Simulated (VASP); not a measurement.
## TeI6: relaxation of cell and atoms with PBE

The system is TeI6.

```xyz
7
Lattice="6.6751 0.0000 0.0000 0.0000 6.6751 0.0000 0.0000 0.0000 6.6751" Properties=species:S:1:pos:R:3 pbc="T T T"
Te    3.3376    3.3376    3.3376
I     0.0000    3.3376    3.3376
I     3.3376    0.0000    3.3376
I     3.3376    3.3376    0.0000
I     3.3376    0.0000    0.0000
I     0.0000    3.3376    0.0000
I     0.0000    0.0000    3.3376
```

* Program: VASP 6.6.1
* Task: relaxation of cell and atoms
* Functional: PBE
* Potentials or basis: VASP PAW PBE potentials, release 64 (Te, I)
* Cutoff: 600 eV
* k mesh: 6 × 6 × 6
* Occupations: gaussian, width 0.1 eV
* Spin: no spin polarisation
* Dipole correction: no
* Further INCAR settings: ALGO = Normal; EDIFF = 1e-07; IBRION = 2; EDIFFG = -0.01; NSW = 100; ISIF = 3

```yaml
Pressure_after_relaxing: 0.0 GPa
```

Final structure:
```
Te I
1.0
     6.67513    0.00000    0.00000
     0.00000    6.67513    0.00000
     0.00000    0.00000    6.67513
Te I
1 6
Direct
  0.50000 0.50000 0.50000
  0.00000 0.50000 0.50000
  0.50000 0.00000 0.50000
  0.50000 0.50000 0.00000
  0.50000 0.00000 0.00000
  0.00000 0.50000 0.00000
  0.00000 0.00000 0.50000
```

Levels at points of the mesh, in eV from the Fermi level:
```
           k point  band 22  band 23  band 24  band 25  band 26  band 27
(0.00, 0.00, 0.00)     0.38     0.71     0.71     0.71     1.78     1.78
(0.50, 0.00, 0.00)    -0.75     0.49     0.49     0.67     0.67     1.61
(0.50, 0.50, 0.00)    -1.63    -1.10    -1.05    -1.05     0.65     0.65
(0.50, 0.50, 0.50)    -2.10    -2.10    -1.33    -1.33    -1.33    -1.32
```

Run time: 3.3 min on 1 thread of AMD EPYC 7R43 64-Core Processor (Zen 3), on a shared host, peak memory 0.44 GiB.

Caveat: the relaxation stopped at its first step, so nothing moved; the bands computed are all filled at some k points, so no gap is given; spin-orbit coupling is left out, which moves the levels of the heavy elements.
